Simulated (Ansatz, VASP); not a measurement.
# AlNi3: VASP beside Ansatz

```
CELL_PARAMETERS angstrom
0.00000 2.80189 2.80189
2.80189 0.00000 2.80189
2.80189 2.80189 0.00000
ATOMIC_POSITIONS crystal
Al 0.50000 0.50000 0.50000
Ni 0.25000 0.25000 0.25000
Ni 0.00000 0.00000 0.00000
Ni 0.75000 0.75000 0.75000
```

Alike in both runs: task relaxation of cell and atoms; functional r2SCAN; k mesh 8 × 8 × 8; occupations gaussian, width 0.1 eV; no spin polarisation.

|  | VASP | Ansatz |
| --- | --- | --- |
| version | VASP 6.6.1 | Ansatz 0.2.0 |
| potentials or method | VASP PAW PBE potentials, release 64 (Al, Ni), cutoff 600 eV | scalar-relativistic, plane waves, PAW |
| valence electrons in the cell | 33 | 57 |

|  | VASP | Ansatz | Ansatz less VASP |
| --- | --- | --- | --- |
| gap on the k mesh at the Fermi level, each at its own relaxed structure (eV) | none | none | - |
| relaxed volume (Å³/atom) | 11.00 | 11.00 | 0.000 |
| relaxed cell length with the largest relative difference (Å) | 3.962 | 3.962 | 0.0000 |

VASP's potentials were made for PBE, not for r2SCAN. A gap of «none» marks a metal or a gap that the smearing closes. VASP's potentials hold 33 valence electrons a cell and Ansatz's 57, so a difference there can come from the potentials and not from the codes.

Noted on VASP's run: the relaxation stopped at its first step, so nothing moved.
